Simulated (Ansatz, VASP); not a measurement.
KTaO3: VASP beside Ansatz

```
CELL_PARAMETERS angstrom
3.98830 0.00000 0.00000
0.00000 3.98830 0.00000
0.00000 0.00000 4.02818
ATOMIC_POSITIONS crystal
K 0.50000 0.50000 0.50000
Ta 0.00000 0.00000 0.00000
O 0.50000 0.00000 0.00000
O 0.00000 0.50000 0.00000
O 0.00000 0.00000 0.50000
```

Change from the starting cell: zz strain of +1 %.

Alike in both runs: task single point; functional PBE; k mesh 5 × 5 × 5; occupations fermi-dirac, width 0.01 eV; no spin polarisation.

|  | VASP | Ansatz |
| --- | --- | --- |
| version | VASP 6.6.1 | Ansatz 0.2.0 |
| potentials or method | VASP PAW PBE potentials, release 64 (K_sv, Ta_pv, O), cutoff 520 eV | all-electron LAPW, scalar-relativistic |

```csv
,VASP,Ansatz,Ansatz less VASP
gap on the k mesh at the Fermi level (eV),2.25,2.31,+0.055
pressure (GPa),4.0,3.5,-0.56
"traceless stress, the component that is largest in VASP (GPa)",-2.42,-2.38,+0.046
```

Ansatz ran all-electron here, and VASP with PAW potentials.

Spin-orbit coupling is off throughout.
